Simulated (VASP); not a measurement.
Wanted: the native input for a VASP 6.6.1 run.

```yaml
Task: single point
Functional: PBE
Potentials_or_basis: VASP PAW PBE potentials, release 64 (Se)
Cutoff: 520 eV
k_mesh: 13 × 13 × 13
Occupations: fermi-dirac, width 0.08 eV
Spin: no spin polarisation
Dipole_correction: no
Further_INCAR_settings: ALGO = Normal; EDIFF = 1e-06; NBANDS = 13
```

The structure of Se lies in POSCAR:

```
Se
1.0
    1.7766107764     -1.0257267100      2.9038984747
    0.0000000000      2.0514534200      2.9038984747
   -1.7766107764     -1.0257267100      2.9038984747
Se
2
Direct
    0.2500000000      0.2500000000      0.2500000000
   -0.2500000000     -0.2500000000     -0.2500000000
```

One way to write it, as run:

INCAR

```
SYSTEM = Se
ALGO = Normal
EDIFF = 1E-6
ENCUT = 520
GGA = PE
ISIF = 2
ISMEAR = -1
LASPH = .True.
LCHARG = .False.
LREAL = .False.
LWAVE = .False.
NBANDS = 13
NELM = 100
PREC = Accurate
SIGMA = 0.08
```

KPOINTS

```
k-points
0
Gamma
  13 13 13
  0 0 0
```

Potentials or basis: VASP PAW PBE potentials, release 64 (Se).

Run with:

```sh
$ cat potpaw_PBE.64/Se/POTCAR > POTCAR
$ mpirun -np 1 vasp_std > vasp.out
```

It gave:

```
Pressure               : 56.0 GPa
Band gap on the k mesh : zero (band 6 reaches 11.68 eV, above the bottom of band 7 at 7.17 eV)
```

It took 41 s on 1 thread of AMD EPYC 9R45 96-Core Processor (Zen 5), with other jobs on the host, peak memory 0.18 GiB.
